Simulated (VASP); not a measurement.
# B5C (P6/mmm) in VASP: further runs, part 2 of 2

VASP 6.6.1. Earlier steps stand in the parts before.

### 4 Single point, PBE, collinear spin

This run uses another cell than the first one, of 8.99 Å³/atom.

File INCAR:

```
PREC = Accurate
ENCUT = 520
EDIFF = 1E-6
ISMEAR = 0
SIGMA = 0.1
LREAL = F
LASPH = T
NELM = 150
ALGO = Normal
ISIF = 2
LWAVE = F
LCHARG = T
ISPIN = 2
MAGMOM = 0 0 0 0 0 1
LORBIT = 11
GGA = PE
LELF = T
LVHAR = T
NBANDS = 22
```

File KPOINTS:

```
Automatic mesh
0
Gamma
  6 6 6
```

File POSCAR:

```
B5C
1.0
    4.2071857900      0.0000000000      0.0000000000
   -2.1035928900      3.6435297700      0.0000000000
    0.0000000000      0.0000000000      3.5201252800
B C
5 1
Direct
    0.3333333300      0.6666666700      0.0000000000
    0.6666666700      0.3333333300      0.0000000000
    0.5000000000      0.0000000000      0.5000000000
    0.5000000000      0.5000000000      0.5000000000
    0.0000000000      0.5000000000      0.5000000000
    0.0000000000      0.0000000000      0.0000000000
```

Potentials or basis: VASP PAW PBE potentials, release 64 (B, C).

The run is started by

```bash
> cat potpaw_PBE.64/B/POTCAR potpaw_PBE.64/C/POTCAR > POTCAR
> mpirun -np 1 vasp_std > vasp.out
```

OUTCAR:

```text
PREC = Accurate
   ENCUT = 520
   EDIFF = 1E-6
   ISMEAR = 0
   LREAL = F
   LASPH = T
   NELM = 150
   ISIF = 2
   ISPIN = 2
   LORBIT = 11
   GGA = PE

 ion  position               nearest neighbor table
   1  0.333  0.667  0.000-   3 2.14   3 2.14   5 2.14   5 2.14   4 2.14   4 2.14
   2  0.667  0.333  0.000-   3 2.14   3 2.14   5 2.14   5 2.14   4 2.14   4 2.14
   3  0.500  0.000  0.500-   4 2.10   4 2.10   5 2.10   5 2.10   1 2.14   2 2.14   1 2.14   2 2.14

   4  0.500  0.500  0.500-   3 2.10   3 2.10   5 2.10   5 2.10   1 2.14   2 2.14   1 2.14   2 2.14

   5  0.000  0.500  0.500-   4 2.10   4 2.10   3 2.10   3 2.10   1 2.14   2 2.14   1 2.14   2 2.14

   6  0.000  0.000  0.000-

  LATTYP: Found a hexagonal cell.
 ALAT       =     4.2071857900
 C/A-ratio  =     0.8366935657

  Lattice vectors:

 A1 = (   4.2071857900,   0.0000000000,   0.0000000000)
 A2 = (  -2.1035928900,   3.6435297700,   0.0000000000)
 A3 = (   0.0000000000,   0.0000000000,   3.5201252800)
[... 1372 lines left out ...]
  -------------------------------------------------------------------------------------
  Total      -10.6516494    -10.6516494    -15.2270921     -0.0000000      0.0000000      0.0000000
  in kB     -316.2680440   -316.2680436   -452.1217735     -0.0000004      0.0000000      0.0000000
  external PRESSURE =    -361.5526204 kB  Pullay stress =       0.0000000 kB

 VOLUME and BASIS-vectors are now :
 -----------------------------------------------------------------------------
  energy-cutoff  :      520.00
  volume of cell :       53.96
      direct lattice vectors                 reciprocal lattice vectors
     4.207185790  0.000000000  0.000000000     0.237688576  0.137229563  0.000000000
    -2.103592890  3.643529770  0.000000000     0.000000000  0.274459127  0.000000000
     0.000000000  0.000000000  3.520125280     0.000000000  0.000000000  0.284080798

 POSITION                                       TOTAL-FORCE (eV/Angst)
 -----------------------------------------------------------------------------------
     -0.00000      2.42902      0.00000         0.000000      0.000000      0.000000
      2.10359      1.21451      0.00000        -0.000000      0.000000      0.000000
      2.10359      0.00000      1.76006        -0.000000      0.000000      0.000000
      1.05180      1.82176      1.76006        -0.000000      0.000000      0.000000
     -1.05180      1.82176      1.76006        -0.000000      0.000000      0.000000
      0.00000      0.00000      0.00000        -0.000000      0.000000      0.000000
 -----------------------------------------------------------------------------------
    total drift:                               -0.000000      0.000000     -0.000000

  FREE ENERGIE OF THE ION-ELECTRON SYSTEM (eV)
  ---------------------------------------------------
  free  energy   TOTEN  =       -28.8165102378 eV

  energy  without entropy=      -28.7941345870  energy(sigma->0) =      -28.80532241

 total charge

# of ion       s       p       d       tot
------------------------------------------
    1        0.655   0.820   0.000   1.475
    2        0.655   0.820   0.000   1.475
    3        0.669   0.874   0.000   1.543
    4        0.669   0.874   0.000   1.543
    5        0.669   0.874   0.000   1.543
    6        1.077   0.947   0.000   2.023
--------------------------------------------------
tot          4.394   5.210   0.000   9.603

 magnetization (x)

# of ion       s       p       d       tot
------------------------------------------
    1        0.000   0.000   0.000   0.000
    2        0.000   0.000   0.000   0.000
    3        0.000   0.000   0.000   0.000
    4        0.000   0.000   0.000   0.000
    5        0.000   0.000   0.000   0.000
    6        0.000   0.000   0.000   0.000
--------------------------------------------------
tot          0.000   0.000   0.000   0.001
```

stdout:

```text
POSCAR found type information on POSCAR B C
 POSCAR found :  2 types and       6 ions
 scaLAPACK will be used
 LDA part: xc-table for (Slater+PW92), standard interpolation
 POSCAR, INCAR and KPOINTS ok, starting setup
 FFT: planning ... GRIDC
 FFT: planning ... GRID_SOFT
 FFT: planning ... GRID
 WAVECAR not read
 entering main loop
```

Run time: 95 s. Hardware: 1 thread of Intel Xeon 8259CL, shared host; peak memory 0.21 GiB.

Results:

| Item | Value |
| --- | --- |
| Free energy | -28.8165 eV |
| Pressure | -36.2 GPa |
| Net moment | 0.00 μB per cell |
| Valence electrons inside the program's atomic spheres | B 1.48, 1.54 (each value once); C 2.02 |

Levels at points of the mesh, in eV from the Fermi level:
Spin up:
```tsv
k point	band 7	band 8	band 9	band 10	band 11	band 12
(0.00, 0.00, 0.00)	-4.67	-4.67	-1.63	1.24	1.64	1.93
(0.50, 0.00, 0.00)	-2.33	-2.21	-0.22	0.53	1.21	1.46
(0.00, 0.00, 0.50)	-2.46	-2.46	-2.12	-1.91	-1.91	-1.29
(0.50, 0.00, 0.50)	-4.93	-3.65	1.70	1.96	2.04	2.19
```
Spin down:
| k point | band 5 | band 6 | band 7 | band 8 | band 9 | band 10 | band 11 | band 12 | band 13 | band 14 |
| --- | --- | --- | --- | --- | --- | --- | --- | --- | --- | --- |
| (0.00, 0.00, 0.00) | -4.96 | -4.96 | -4.67 | -4.67 | -1.63 | 1.24 | 1.64 | 1.93 | 1.93 | 3.09 |
| (0.50, 0.00, 0.00) | -4.34 | -2.98 | -2.33 | -2.21 | -0.22 | 0.53 | 1.21 | 1.46 | 1.95 | 2.37 |
| (0.00, 0.00, 0.50) | -3.69 | -3.69 | -2.46 | -2.46 | -2.12 | -1.91 | -1.91 | -1.29 | -1.29 | -0.53 |
| (0.50, 0.00, 0.50) | -5.90 | -5.52 | -4.93 | -3.65 | 1.70 | 1.97 | 2.04 | 2.19 | 3.24 | 3.87 |

Caveat: the stress differs along the axes, from -45 to -32 GPa.

### 5 Single point, PBE

File INCAR:

```
SYSTEM = B5C
PREC = Accurate ; ENCUT = 520
EDIFF = 1E-6 ; ISMEAR = 0
SIGMA = 0.1 ; LREAL = .FALSE.
LASPH = .TRUE. ; NELM = 60
ALGO = Normal ; ISIF = 2
LWAVE = .FALSE. ; LCHARG = .FALSE.
GGA = PE ; NBANDS = 18
```

File KPOINTS:

```
Automatic mesh
0
G
  12 12 14
  0 0 0
```

File POSCAR:

```
B5C
1.0
    4.0911614097      0.0000000000      0.0000000000
   -2.0455807048      3.5430497118      0.0000000000
    0.0000000000      0.0000000000      2.8682400701
B C
5 1
Direct
    0.3333333333      0.6666666667      0.0000000000
    0.6666666667      0.3333333333      0.0000000000
    0.5000000000      0.0000000000      0.5000000000
    0.5000000000      0.5000000000      0.5000000000
    0.0000000000      0.5000000000      0.5000000000
    0.0000000000      0.0000000000      0.0000000000
```

Potentials or basis: VASP PAW PBE potentials, release 64 (B, C).

The run is started by

```bash
> cat potpaw_PBE.64/B/POTCAR potpaw_PBE.64/C/POTCAR > POTCAR
> mpirun -np 1 vasp_std > vasp.out
```

OUTCAR:

```text
SYSTEM = B5C
   PREC = Accurate
   ENCUT = 520
   EDIFF = 1E-6
   ISMEAR = 0
   LREAL = .FALSE.
   LASPH = .TRUE.
   NELM = 60
   ISIF = 2
   GGA = PE

 ion  position               nearest neighbor table
   1  0.333  0.667  0.000-   3 1.86   3 1.86   5 1.86   5 1.86   4 1.86   4 1.86
   2  0.667  0.333  0.000-   3 1.86   3 1.86   5 1.86   5 1.86   4 1.86   4 1.86
   3  0.500  0.000  0.500-   1 1.86   2 1.86   1 1.86   2 1.86   4 2.05   4 2.05   5 2.05   5 2.05

   4  0.500  0.500  0.500-   1 1.86   2 1.86   1 1.86   2 1.86   3 2.05   3 2.05   5 2.05   5 2.05

   5  0.000  0.500  0.500-   1 1.86   2 1.86   1 1.86   2 1.86   4 2.05   4 2.05   3 2.05   3 2.05
[... 714 lines left out ...]
  Total       -0.0280899     -0.0280899     -0.0074220     -0.0000000      0.0000000      0.0000000
  in kB       -1.0824825     -1.0824825     -0.2860158     -0.0000000      0.0000000      0.0000000
  external PRESSURE =      -0.8169936 kB  Pullay stress =       0.0000000 kB

 VOLUME and BASIS-vectors are now :
 -----------------------------------------------------------------------------
  energy-cutoff  :      520.00
  volume of cell :       41.58
      direct lattice vectors                 reciprocal lattice vectors
     4.091161410  0.000000000  0.000000000     0.244429369  0.141121362  0.000000000
    -2.045580705  3.543049712  0.000000000     0.000000000  0.282242723  0.000000000
     0.000000000  0.000000000  2.868240070     0.000000000  0.000000000  0.348645851

 POSITION                                       TOTAL-FORCE (eV/Angst)
 -----------------------------------------------------------------------------------
     -0.00000      2.36203      0.00000         0.000000     -0.000000      0.000000
      2.04558      1.18102      0.00000         0.000000      0.000000      0.000000
      2.04558      0.00000      1.43412        -0.000000      0.000000      0.000000
      1.02279      1.77152      1.43412        -0.000000      0.000000      0.000000
     -1.02279      1.77152      1.43412        -0.000000      0.000000      0.000000
      0.00000      0.00000      0.00000        -0.000000      0.000000      0.000000
 -----------------------------------------------------------------------------------
    total drift:                                0.000000      0.000000      0.000000

  FREE ENERGIE OF THE ION-ELECTRON SYSTEM (eV)
  ---------------------------------------------------
  free  energy   TOTEN  =       -31.3462533484 eV

  energy  without entropy=      -31.3386046333  energy(sigma->0) =      -31.34242899
```

It took 2.3 min on 1 thread of Intel Xeon 8259CL, shared host; peak memory 0.22 GiB.

Results:

```
Free energy            : -31.3463 eV
Pressure               : -0.1 GPa
Band gap on the k mesh : zero (an odd number of electrons rules out a gap without spin polarisation)
```

Stress tensor (GPa, compression positive):
```
-0.11  0.00  0.00
 0.00 -0.11  0.00
 0.00  0.00 -0.03
```

Levels at points of the mesh, in eV from the Fermi level:
```
           k point  band 5  band 6  band 7  band 8  band 9  band 10  band 11  band 12  band 13  band 14
(0.00, 0.00, 0.00)   -7.25   -7.02   -7.02   -5.88    1.81     2.24     2.34     3.27     3.27     3.90
(0.50, 0.00, 0.00)   -4.14   -2.88   -2.60   -2.07   -0.56     0.31     1.17     1.84     1.87     3.56
(0.00, 0.00, 0.50)   -5.75   -5.75   -3.33   -3.33   -2.72    -2.72    -2.15    -2.13    -1.21    -1.21
(0.50, 0.00, 0.50)   -7.33   -6.70   -6.63   -4.11    1.14     1.57     1.62     2.17     2.76     3.20
```

### 6 Relaxation of cell and atoms, PBE

File INCAR:

```
SYSTEM = B5C
  ALGO = Normal
  EDIFF = 1E-7
  EDIFFG = -0.01
  ENCUT = 600
  GGA = PE
  IBRION = 2
  ISIF = 3
  ISMEAR = 0
  LASPH = .TRUE.
  LCHARG = .FALSE.
  LREAL = .FALSE.
  LWAVE = .FALSE.
  NELM = 60
  NSW = 100
  PREC = Accurate
  SIGMA = 0.1
```

File KPOINTS:

```
k-points
0
G
  12 12 14
  0 0 0
```

POSCAR: that of step 5 with these lines changed.

```diff
@@ -2,5 +2,5 @@
 1.0
-    4.0911614097      0.0000000000      0.0000000000
-   -2.0455807048      3.5430497118      0.0000000000
-    0.0000000000      0.0000000000      2.8682400701
+    4.1015698024      0.0000000000      0.0000000000
+   -2.0507849012      3.5520636443      0.0000000000
+    0.0000000000      0.0000000000      2.8588851258
 B C
```

Potentials or basis: VASP PAW PBE potentials, release 64 (B, C).

The run is started by

```bash
> cat potpaw_PBE.64/B/POTCAR potpaw_PBE.64/C/POTCAR > POTCAR
> mpirun -np 1 vasp_std > vasp.out
```

OUTCAR:

```text
SYSTEM = B5C
   EDIFF = 1E-7
   EDIFFG = -0.01
   ENCUT = 600
   GGA = PE
   IBRION = 2
   ISIF = 3
   ISMEAR = 0
   LASPH = .TRUE.
   LREAL = .FALSE.
   NELM = 60
   NSW = 100
   PREC = Accurate

 ion  position               nearest neighbor table
   1  0.333  0.667  0.000-   5 1.86   5 1.86   3 1.86   3 1.86   4 1.86   4 1.86
   2  0.667  0.333  0.000-   5 1.86   5 1.86   3 1.86   3 1.86   4 1.86   4 1.86
   3  0.500  0.000  0.500-   1 1.86   2 1.86   1 1.86   2 1.86   4 2.05   5 2.05   4 2.05   5 2.05

   4  0.500  0.500  0.500-   1 1.86   2 1.86   1 1.86   2 1.86   5 2.05   5 2.05   3 2.05   3 2.05

   5  0.000  0.500  0.500-   1 1.86   2 1.86   1 1.86   2 1.86   4 2.05   4 2.05   3 2.05   3 2.05

   6  0.000  0.000  0.000-

  LATTYP: Found a hexagonal cell.
 ALAT       =     4.1015698024
 C/A-ratio  =     0.6970221802

  Lattice vectors:

 A1 = (   4.1015698024,   0.0000000000,   0.0000000000)
 A2 = (  -2.0507849012,   3.5520636443,   0.0000000000)
 A3 = (   0.0000000000,   0.0000000000,   2.8588851258)

Analysis of symmetry for initial positions (statically):
=====================================================================
 Subroutine PRICEL returns:
 Original cell was already a primitive cell.

 Routine SETGRP: Setting up the symmetry group for a
 hexagonal supercell.

 Subroutine GETGRP returns: Found 24 space group operations
 (whereof 24 operations were pure point group operations)
 out of a pool of 24 trial point group operations.

The static configuration has the point symmetry D_6h.

Analysis of symmetry for dynamics (positions and initial velocities):
=====================================================================
 Subroutine PRICEL returns:
 Original cell was already a primitive cell.

 Routine SETGRP: Setting up the symmetry group for a
 hexagonal supercell.

 Subroutine GETGRP returns: Found 24 space group operations
 (whereof 24 operations were pure point group operations)
 out of a pool of 24 trial point group operations.

The dynamic configuration has the point symmetry D_6h.
[... 150 lines left out ...]

 Free energy of the ion-electron system (eV)
  ---------------------------------------------------
  ext. energy  EPLUGINS =         0.00000000
  ---------------------------------------------------
  free energy    TOTEN  =       -31.33765082 eV

  energy without entropy =      -31.32957280  energy(sigma->0) =      -31.33361181

------------------------ aborting loop because EDIFF is reached ----------------------------------------

  FORCE on cell =-STRESS in cart. coord.  units (eV):
  Direction    XX          YY          ZZ          XY          YZ          ZX
  --------------------------------------------------------------------------------------
  -------------------------------------------------------------------------------------
  Total       -0.2595399     -0.2595399      0.3546238      0.0000000     -0.0000000      0.0000000
  in kB       -9.9836001     -9.9836001     13.6411482      0.0000000     -0.0000000      0.0000000
  external PRESSURE =      -2.1086840 kB  Pullay stress =       0.0000000 kB
[... 107 lines left out ...]
--------------------------------------- Ionic step        4  -------------------------------------------

 number of electron      19.0000000 magnetization

 Free energy of the ion-electron system (eV)
  ---------------------------------------------------
  ext. energy  EPLUGINS =         0.00000000
  ---------------------------------------------------
  free energy    TOTEN  =       -31.33909498 eV

  energy without entropy =      -31.33154203  energy(sigma->0) =      -31.33531851

 E-fermi :   8.0101     XC(G=0): -12.3108

 val. band max:        8.0069023373   @ k =   0.4167  -0.0000   0.2143
 cond. band min:       8.0195695027   @ k =   0.2500   0.0833   0.4286
 fundamental gap:      0.0126671654
 Fermi energy:         8.0100718046

 k-point     1 :       0.0000    0.0000    0.0000
  band No.  band energies     occupation
      1      -9.4603      2.00000
      2      -2.3731      2.00000
      3      -0.0413      2.00000
      4       0.7316      2.00000
      5       0.7316      2.00000
      6       0.9567      2.00000
      7       0.9567      2.00000
      8       2.0873      2.00000
      9       9.8135      0.00000
     10      10.2256      0.00000
     11      10.3162      0.00000
     12      11.2682      0.00000
     13      11.2682      0.00000
[... 354 lines left out ...]
  band No.  band energies     occupation
      1      -8.3455      2.00000
      2      -5.2397      2.00000
      3      -2.4410      2.00000
      4      -1.3177      2.00000
      5       2.4794      2.00000
      6       3.3619      2.00000
      7       5.1879      2.00000
      8       5.8866      2.00000
      9       7.1282      2.00000
     10       8.3944      0.00000
     11       9.1701      0.00000
     12      10.2966      0.00000
     13      10.8449      0.00000

 [... further k-points ...]

------------------------ aborting loop because EDIFF is reached ----------------------------------------

  FORCE on cell =-STRESS in cart. coord.  units (eV):
  Direction    XX          YY          ZZ          XY          YZ          ZX
  --------------------------------------------------------------------------------------
  -------------------------------------------------------------------------------------
  Total        0.0277033      0.0277033      0.0439493      0.0000000      0.0000000      0.0000000
  in kB        1.0698474      1.0698474      1.6972339      0.0000000      0.0000000      0.0000000
  external PRESSURE =       1.2789762 kB  Pullay stress =       0.0000000 kB
[... 21 lines left out ...]
  FREE ENERGIE OF THE ION-ELECTRON SYSTEM (eV)
  ---------------------------------------------------
  free  energy   TOTEN  =       -31.3390949797 eV

  energy  without entropy=      -31.3315420304  energy(sigma->0) =      -31.33531851

 reached required accuracy - stopping structural energy minimisation
```

CONTCAR:

```text
B5C
   1.00000000000000
     4.0872431380213738    0.0000000000000000    0.0000000000000000
    -2.0436215690106869    3.5396563889963382    0.0000000000000000
     0.0000000000000000    0.0000000000000000    2.8676675209107341
  B               C
     5     1
Direct
     0.3333333332999970    0.6666666667000030    0.0000000000000000
     0.6666666667000030    0.3333333332999970    1.0000000000000000
     0.5000000000000000    1.0000000000000000    0.5000000000000000
     0.5000000000000000    0.5000000000000000    0.5000000000000000
     1.0000000000000000    0.5000000000000000    0.5000000000000000
     1.0000000000000000    0.0000000000000000    0.0000000000000000

  0.00000000E+00  0.00000000E+00  0.00000000E+00
  0.00000000E+00  0.00000000E+00  0.00000000E+00
  0.00000000E+00  0.00000000E+00  0.00000000E+00
  0.00000000E+00  0.00000000E+00  0.00000000E+00
  0.00000000E+00  0.00000000E+00  0.00000000E+00
  0.00000000E+00  0.00000000E+00  0.00000000E+00
```

Run time: 5.1 min. Hardware: 1 thread of Intel Xeon 8259CL, shared host; peak memory 0.24 GiB.

Results:

* Free energy: -31.3391 eV
* Relaxed volume: 6.91 Å³/atom
* Relaxed cell: a = 4.087 Å, b = 4.087 Å, c = 2.868 Å, α = 90.00°, β = 90.00°, γ = 120.00°
* Space group after relaxing (to 0.1 Å): P6/mmm (No. 191)
* Energy gained by relaxing: 0.2 meV/atom
* Ionic steps: 4
* Pressure after relaxing: 0.1 GPa

The path:
```csv
step,energy change (eV),largest force (eV/Å),pressure (GPa),volume (Å³)
1,0.0000,0.0000,-0.21,41.65
2,-0.0013,0.0000,-0.29,41.60
3,-0.0014,0.0000,-0.31,41.58
4,-0.0014,0.0000,0.13,41.49
```

Final structure:
```
B C
1.0
     4.08724    0.00000    0.00000
    -2.04362    3.53966    0.00000
     0.00000    0.00000    2.86767
B C
5 1
Direct
  0.33333 0.66667 0.00000
  0.66667 0.33333 0.00000
  0.50000 0.00000 0.50000
  0.50000 0.50000 0.50000
  0.00000 0.50000 0.50000
  0.00000 0.00000 0.00000
```

Levels at points of the mesh, in eV from the Fermi level:
```
           k point  band 6  band 7  band 8  band 9  band 10  band 11  band 12  band 13
(0.00, 0.00, 0.00)   -7.05   -7.05   -5.92    1.80     2.22     2.31     3.26     3.26
(0.50, 0.00, 0.00)   -2.89   -2.64   -2.09   -0.58     0.30     1.15     1.82     1.87
(0.00, 0.00, 0.50)   -5.78   -3.35   -3.35   -2.75    -2.75    -2.16    -1.23    -1.23
(0.50, 0.00, 0.50)   -6.71   -6.66   -4.14    1.13     1.57     1.61     2.17     2.75
```

Caveat: the highest band is partly filled, so the run has too few bands.

### 7 Summary

```csv
task,spin,cell,k mesh,cutoff (eV),gap on the mesh (eV),pressure (GPa),moment (μB),relaxed volume (Å³/atom)
single point,collinear,"a = 4.102, b = 4.102, c = 2.859 Å, angles 90.0, 90.0, 120.0°, 6 atoms",6 × 6 × 6,520,none,-0.3,0.00,-
relaxation of cell and atoms,off,"relaxed from a = 4.207, b = 4.207, c = 3.520 Å, angles 90.0, 90.0, 120.0°, 6 atoms",6 × 6 × 6,600,-,0.0,-,6.92
single point,collinear,"a = 4.207, b = 4.207, c = 3.520 Å, angles 90.0, 90.0, 120.0°, 6 atoms",6 × 6 × 6,520,none,-36.2,0.00,-
single point,off,"a = 4.091, b = 4.091, c = 2.868 Å, angles 90.0, 90.0, 120.0°, 6 atoms",12 × 12 × 14,520,none,-0.1,-,-
relaxation of cell and atoms,off,"relaxed from a = 4.102, b = 4.102, c = 2.859 Å, angles 90.0, 90.0, 120.0°, 6 atoms",12 × 12 × 14,600,-,0.1,-,6.91
```

Alike in all rows: level PBE; potentials or basis VASP PAW PBE potentials, release 64 (B, C); smearing gaussian 0.1 eV.

Caveats: some runs use coarse meshes; the highest band is partly filled, so the run has too few bands (at least some runs); the volume moved by over 15 % at a fixed basis, so the end points are rough (at least some runs); the stress differs along the axes, from -45 to -32 GPa (at least some runs).

Total energies depend on the potentials used, so only differences within one code and one set of settings carry meaning.

The gap in the log of VASP goes by the Fermi energy; the results here count the filled bands.